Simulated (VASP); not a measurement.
# Bi2Te3 (R-3m) in VASP: notebook

Runs on Bi2Te3. Level: PBE. Tasks: electric field gradients.

All numbers are computed with VASP 6.6.1; they aren't measurements. Logs are shortened: lines on timing, memory, paths and dates and some standing lists are left out, and cuts for length are marked.

## (1) The cell of the first run

Symmetry: R-3m, No. 166, trigonal system. The conventional cell has a = 4.386 Å, b = 4.386 Å, c = 29.887 Å, α = 90.00°, β = 90.00°, γ = 120.00°. Within 4.0 Å of Bi (site symmetry 3m) lie 6 Te at 3.05 to 3.22 Å. Within 4.2 Å of Te (site symmetry -3m) lie 6 Bi at 3.22 Å. Te (site symmetry 3m) has 3 Bi at 3.05 Å and 3 Te at 3.60 Å within 4.0 Å.

## (2) Electric field gradients, PBE (zz strain of -2 %)

INCAR reads:

```
SYSTEM = Bi2Te3
  ALGO = Normal
  EDIFF = 1E-8
  ENCUT = 520
  GGA = PE
  ISIF = 2
  ISMEAR = -1
  LASPH = .TRUE.
  LCHARG = .FALSE.
  LEFG = .TRUE.
  LREAL = .FALSE.
  LWAVE = .FALSE.
  NBANDS = 32
  NELM = 60
  PREC = Accurate
  SIGMA = 0.08
```

KPOINTS reads:

```
k-points
0
G
  7 7 7
  0 0 0
```

POSCAR reads:

```
Bi2Te3
1.0
    2.1930005584      1.2661294627      9.9623566000
   -2.1930005584      1.2661294627      9.9623566000
    0.0000000000     -2.5322589254      9.9623566000
Bi Te
2 3
Direct
    0.4000000000      0.4000000000      0.4000000000
    0.6000000000      0.6000000000      0.6000000000
    0.0000000000      0.0000000000      0.0000000000
    0.2095000000      0.2095000000      0.2095000000
    0.7905000000      0.7905000000      0.7905000000
```

Potentials or basis: VASP PAW PBE potentials, release 64 (Bi_d, Te).

On the command line:

```
> cat potpaw_PBE.64/Bi_d/POTCAR potpaw_PBE.64/Te/POTCAR > POTCAR
> mpirun -np 1 vasp_std > vasp.out
```

OUTCAR:

```text
SYSTEM = Bi2Te3
   EDIFF = 1E-8
   ENCUT = 520
   GGA = PE
   ISIF = 2
   ISMEAR = -1
   LASPH = .TRUE.
   LREAL = .FALSE.
   NELM = 60
   PREC = Accurate

 ion  position               nearest neighbor table
   1  0.400  0.400  0.400-   5 3.05   5 3.05   5 3.05   3 3.22   3 3.22   3 3.22
   2  0.600  0.600  0.600-   4 3.05   4 3.05   4 3.05   3 3.22   3 3.22   3 3.22
   3  0.000  0.000  0.000-   2 3.22   1 3.22   2 3.22   2 3.22   1 3.22   1 3.22
   4  0.209  0.209  0.209-   2 3.05   2 3.05   2 3.05   5 3.60   5 3.60   5 3.60
   5  0.791  0.791  0.791-   1 3.05   1 3.05   1 3.05   4 3.60   4 3.60   4 3.60

  LATTYP: Found a trigonal (rhomboedric) cell.
 ALAT       =    10.2791480333
 COS(alpha) =     0.9089681772

  Lattice vectors:

 A1 = (   2.1930005584,   1.2661294627,   9.9623566000)
 A2 = (  -2.1930005584,   1.2661294627,   9.9623566000)
 A3 = (   0.0000000000,  -2.5322589254,   9.9623566000)

Analysis of symmetry for initial positions (statically):
=====================================================================
 Subroutine PRICEL returns:
 Original cell was already a primitive cell.

 Routine SETGRP: Setting up the symmetry group for a
 trigonal (rhombohedral) supercell.

 Subroutine GETGRP returns: Found 12 space group operations
 (whereof 12 operations were pure point group operations)
 out of a pool of 12 trial point group operations.

The static configuration has the point symmetry D_3d.

Analysis of symmetry for dynamics (positions and initial velocities):
=====================================================================
 Subroutine PRICEL returns:
 Original cell was already a primitive cell.

 Routine SETGRP: Setting up the symmetry group for a
 trigonal (rhombohedral) supercell.

 Subroutine GETGRP returns: Found 12 space group operations
 (whereof 12 operations were pure point group operations)
 out of a pool of 12 trial point group operations.

The dynamic configuration has the point symmetry D_3d.

 Subroutine INISYM returns: Found 12 space group operations
 (whereof 12 operations are pure point group operations),
 and found     1 'primitive' translations

----------------------------------------------------------------------------------------

                                     Primitive cell

  volume of cell :     165.9702

  direct lattice vectors                    reciprocal lattice vectors
     2.193000558  1.266129463  9.962356600     0.227998118  0.131634775  0.033459285
    -2.193000558  1.266129463  9.962356600    -0.227998118  0.131634775  0.033459285
     0.000000000 -2.532258925  9.962356600     0.000000000 -0.263269550  0.033459285

  length of vectors
    10.279148033 10.279148033 10.279148033     0.265387226  0.265387226  0.265387226

  position of ions in fractional coordinates (direct lattice)
     0.400000000  0.400000000  0.400000000
     0.600000000  0.600000000  0.600000000
     0.000000000  0.000000000  0.000000000
     0.209500000  0.209500000  0.209500000
     0.790500000  0.790500000  0.790500000

  ion indices of the primitive-cell ions
   primitive index   ion index
                 1           1
                 2           2
                 3           3
                 4           4
                 5           5

----------------------------------------------------------------------------------------

 KPOINTS: k-points

Automatic generation of k-mesh.
 Grid dimensions read from file:
 generate k-points for:    7    7    7

 Generating k-lattice:

  Cartesian coordinates                     Fractional coordinates (reciprocal lattice)
     0.032571160  0.018804968  0.004779898     0.142857143  0.000000000  0.000000000
    -0.032571160  0.018804968  0.004779898     0.000000000  0.142857143  0.000000000
     0.000000000 -0.037609936  0.004779898     0.000000000  0.000000000  0.142857143

  Length of vectors
     0.037912461  0.037912461  0.037912461

  Shift w.r.t. Gamma in fractional coordinates (k-lattice)
     0.000000000  0.000000000  0.000000000

 Subroutine IBZKPT returns following result:
 ===========================================

 Found     44 irreducible k-points:

 Following reciprocal coordinates:
            Coordinates               Weight
  0.000000  0.000000  0.000000      1.000000
  0.142857 -0.000000 -0.000000      6.000000
  0.285714 -0.000000 -0.000000      6.000000
  0.428571 -0.000000 -0.000000      6.000000
  0.142857  0.142857 -0.000000      6.000000
  0.285714  0.142857 -0.000000     12.000000
[... 16 lines left out ...]
  0.285714  0.285714  0.142857      6.000000
  0.428571  0.285714  0.142857     12.000000
 [... further k-points ...]
   k-points           NKPTS =     44   k-points in BZ     NKDIM =     44   number of bands    NBANDS=     32
   number of dos      NEDOS =    301   number of ions     NIONS =      5
   total plane-waves  NPLWV = 512000
   dimension x,y,z NGX =    80 NGY =   80 NGZ =   80
   dimension x,y,z NGXF=   160 NGYF=  160 NGZF=  160
   ions per type =               2   3
   NGX,Y,Z   is equivalent  to a cutoff of  12.94, 12.94, 12.94 a.u.
   NGXF,Y,Z  is equivalent  to a cutoff of  25.88, 25.88, 25.88 a.u.
 SYSTEM =  Bi2Te3
   PREC   = accura    normal or accurate (medium, high low for compatibility)
   ISTART =      0    job   : 0-new  1-cont  2-samecut
   ICHARG =      2    charge: 1-file 2-atom 10-const
   ISPIN  =      1    spin polarized calculation?
   LNONCOLLINEAR =      F non collinear calculations
   LSORBIT =      F    spin-orbit coupling
   LASPH  =      T    aspherical Exc in radial PAW
   ENCUT  =  520.0 eV  38.22 Ry    6.18 a.u.  19.11 19.11 19.11*2*pi/ulx,y,z
   NELM   =     60;   NELMIN=  2; NELMDL= -5     # of ELM steps
   EDIFF  = 0.1E-07   stopping-criterion for ELM
   LREAL  =      F    real-space projection
   EDIFFG = 0.1E-06   stopping-criterion for IOM
   NSW    =      0    number of steps for IOM
   IBRION =     -1    ionic relax: 0-MD 1-quasi-New 2-CG
   NFREE  =      0    steps in history (QN), initial steepest desc. (CG)
   ISIF   =      2    stress and relaxation
   ISYM   =      2    0-nonsym 1-usesym 2-fastsym
   POTIM  = 0.5000    time-step for ionic-motion
   TEBEG  =    0.0;   TEEND  =   0.0 temperature during run
   PSTRESS=    0.0 pullay stress
   NELECT =      48.0000    total number of electrons
   NUPDOWN=      -1.0000    fix difference up-down
   EMIN   =  10.00;   EMAX   =-10.00  energy-range for DOS
   EFERMI =   0.00;   METHOD = LEGACY
   ISMEAR =    -1;   SIGMA  =   0.08  broadening in eV -4-tet -1-fermi 0-gaus
   EFERMI_NEDOS =   21; number of points for ismear=-14 and -15
   IALGO  =     38    algorithm
   IMIX   =      4    mixing-type and parameters
     AMIX     =   0.40;   BMIX     =  1.00
     AMIX_MAG =   1.60;   BMIX_MAG =  1.00
  volume/ion in A,a.u.               =      33.19       224.00
  Fermi-wavevector in a.u.,A,eV,Ry     =   1.082626  2.045867 15.947108  1.172079
  Thomas-Fermi vector in A             =   2.218672
   LORBIT       =      0    0 simple, 1 ext, 2 COOP (PROOUT), +10 PAW based schemes
   GGA     = PE    functional components
   LHFCALC =     F    Hartree Fock is set to
   AEXX    =    0.0000 exact exchange contribution
   IVDW    =     0    specifies the selected vdW correction
   LEPSILON=     F    determine dielectric tensor
   LRPA    =     F    only Hartree local field effects (RPA)
 non-spin polarized calculation
  energy-cutoff  :      520.00
  volume of cell :      165.97
 maximum number of plane-waves:      4498
 NGX is ok and might be reduce to    80
   NGX = 39   NGY = 39   NGZ = 39

 number of electron      48.0000003 magnetization

 Free energy of the ion-electron system (eV)
  ---------------------------------------------------
  ext. energy  EPLUGINS =         0.00000000
  ---------------------------------------------------
  free energy    TOTEN  =       -18.28084018 eV

  energy without entropy =      -18.27909190  energy(sigma->0) =      -18.27996604

 E-fermi :   6.5818     XC(G=0):  -9.4184

 val. band max:        6.4595341077   @ k =   0.0000   0.0000   0.0000
 cond. band min:       6.6671213615   @ k =   0.0000   0.0000   0.0000
 fundamental gap:      0.2075872538
 Fermi energy:         6.5817713558

 k-point     1 :       0.0000    0.0000    0.0000
  band No.  band energies     occupation
      1     -16.7527      2.00000
      2     -16.7527      2.00000
      3     -16.7509      2.00000
      4     -16.7509      2.00000
      5     -16.7433      2.00000
      6     -16.7418      2.00000
[... 24 lines left out ...]
     31      11.3210      0.00000
     32      11.7627      0.00000

 k-point     2 :       0.1429   -0.0000   -0.0000
  band No.  band energies     occupation
      1     -16.7546      2.00000
      2     -16.7525      2.00000
      3     -16.7508      2.00000
      4     -16.7491      2.00000
      5     -16.7421      2.00000
      6     -16.7408      2.00000
[... 24 lines left out ...]
     31      10.6904      0.00000
     32      11.3539      0.00000

 k-point     3 :       0.2857   -0.0000   -0.0000
  band No.  band energies     occupation
      1     -16.7594      2.00000
      2     -16.7567      2.00000
      3     -16.7483      2.00000
      4     -16.7461      2.00000
      5     -16.7433      2.00000
      6     -16.7407      2.00000
[... 24 lines left out ...]
     31      10.6546      0.00000
     32      11.9471      0.00000

 k-point     4 :       0.4286   -0.0000   -0.0000
  band No.  band energies     occupation
      1     -16.7636      2.00000
      2     -16.7603      2.00000
      3     -16.7480      2.00000
      4     -16.7448      2.00000
      5     -16.7448      2.00000
      6     -16.7422      2.00000
[... 654 lines left out ...]
     31      10.3407      0.00000
     32      12.0444      0.00000

 k-point    23 :       0.2857    0.2857    0.1429
  band No.  band energies     occupation
      1     -16.7546      2.00000
      2     -16.7525      2.00000
      3     -16.7508      2.00000
      4     -16.7491      2.00000
      5     -16.7421      2.00000
      6     -16.7408      2.00000
[... 24 lines left out ...]
     31      11.0162      0.00000
     32      11.3070      0.00000

 k-point    24 :       0.4286    0.2857    0.1429
  band No.  band energies     occupation
      1     -16.7568      2.00000
      2     -16.7551      2.00000
      3     -16.7486      2.00000
      4     -16.7485      2.00000
      5     -16.7412      2.00000
      6     -16.7410      2.00000
[... 24 lines left out ...]
     31      10.8181      0.00000
     32      10.8627      0.00000

 [... further k-points ...]
[... 5 lines left out ...]
  --------------------------------------------------------------------------------------
  -------------------------------------------------------------------------------------
  Total        3.0437313      3.0437313      3.5521096      0.0000000     -0.0000000     -0.0000000
  in kB       29.3823622     29.3823622     34.2899424      0.0000000     -0.0000000     -0.0000000
  external PRESSURE =      31.0182223 kB  Pullay stress =       0.0000000 kB

 VOLUME and BASIS-vectors are now :
 -----------------------------------------------------------------------------
  energy-cutoff  :      520.00
  volume of cell :      165.97
      direct lattice vectors                 reciprocal lattice vectors
     2.193000558  1.266129463  9.962356600     0.227998118  0.131634775  0.033459285
    -2.193000558  1.266129463  9.962356600    -0.227998118  0.131634775  0.033459285
     0.000000000 -2.532258925  9.962356600     0.000000000 -0.263269550  0.033459285

 POSITION                                       TOTAL-FORCE (eV/Angst)
 -----------------------------------------------------------------------------------
      0.00000      0.00000     11.95483         0.000000     -0.000000     -0.021800
      0.00000      0.00000     17.93224         0.000000      0.000000      0.021800
      0.00000      0.00000      0.00000         0.000000     -0.000000     -0.000000
      0.00000      0.00000      6.26134         0.000000      0.000000     -0.141581
      0.00000      0.00000     23.62573         0.000000      0.000000      0.141581
 -----------------------------------------------------------------------------------
    total drift:                               -0.000000     -0.000000     -0.000000

  FREE ENERGIE OF THE ION-ELECTRON SYSTEM (eV)
  ---------------------------------------------------
  free  energy   TOTEN  =       -18.2808401824 eV

  energy  without entropy=      -18.2790919039  energy(sigma->0) =      -18.27996604

 Electric field gradients (V/A^2)
---------------------------------------------------------------------
 ion       V_xx      V_yy      V_zz      V_xy      V_xz      V_yz
---------------------------------------------------------------------
   1      -7.809    -7.809    15.618     0.000     0.000     0.000
   2      -7.809    -7.809    15.618     0.000    -0.000     0.000
   3     -38.075   -38.075    76.150     0.000    -0.000     0.000
   4       1.815     1.815    -3.630    -0.000     0.000     0.000
   5       1.815     1.815    -3.630    -0.000    -0.000     0.000
---------------------------------------------------------------------

 Electric field gradients after diagonalization (V/A^2)
 (convention: |V_zz| > |V_xx| > |V_yy|)
----------------------------------------------------------------------
 ion       V_xx      V_yy      V_zz     asymmetry (V_yy - V_xx)/ V_zz
----------------------------------------------------------------------
   1      -7.809    -7.809    15.618       0.000
   2      -7.809    -7.809    15.618       0.000
   3     -38.075   -38.075    76.150       0.000
   4       1.815     1.815    -3.630       0.000
   5       1.815     1.815    -3.630       0.000
----------------------------------------------------------------------

           NMR quadrupolar parameters

 Cq : quadrupolar parameter    Cq=e*Q*V_zz/h
 eta: asymmetry parameters     (V_yy - V_xx)/ V_zz
 Q  : nuclear electric quadrupole moment in mb (millibarn)
----------------------------------------------------------------------
 ion       Cq(MHz)       eta       Q (mb)
----------------------------------------------------------------------
   1       0.038       0.000       1.000
   2       0.038       0.000       1.000
   3       0.184       0.000       1.000
   4      -0.009       0.000       1.000
   5      -0.009       0.000       1.000
----------------------------------------------------------------------
```

It took 33 min on 1 thread of AMD EPYC 7R13, shared host; peak memory 0.98 GiB.

Results:

```
Free energy                             : -18.2808 eV
Pressure                                : 3.1 GPa
Largest force                           : 0.142 eV/Å
Band gap on the k mesh                  : 0.21 eV
Largest electric field gradient by atom : Bi +15.6; Te +76.2, -3.6 (each value once) V/Å²
```

Forces on the atoms (eV/Å):
```
Bi   0.000  0.000 -0.022
Bi   0.000  0.000  0.022
Te   0.000  0.000  0.000
Te   0.000  0.000 -0.142
Te   0.000  0.000  0.142
```

Electric field gradients, principal values (V/Å²):
```tsv
atom	least	middle	greatest (by size)
1 Bi	-7.809	-7.809	15.618
2 Bi	-7.809	-7.809	15.618
3 Te	-38.075	-38.075	76.150
4 Te	1.815	1.815	-3.630
5 Te	1.815	1.815	-3.630
```

Caveat: the cell differs from its parent crystal (zz strain of -2 %); the cell stands under pressure; without QUAD_EFG the Cq values of the log hold for a quadrupole moment of 1 mb, not for the nuclei; spin-orbit coupling is left out, which moves the levels of the heavy elements; an odd mesh through Γ misses points on the zone boundary, where band edges can lie.

(Continued in part 2 of 2.)
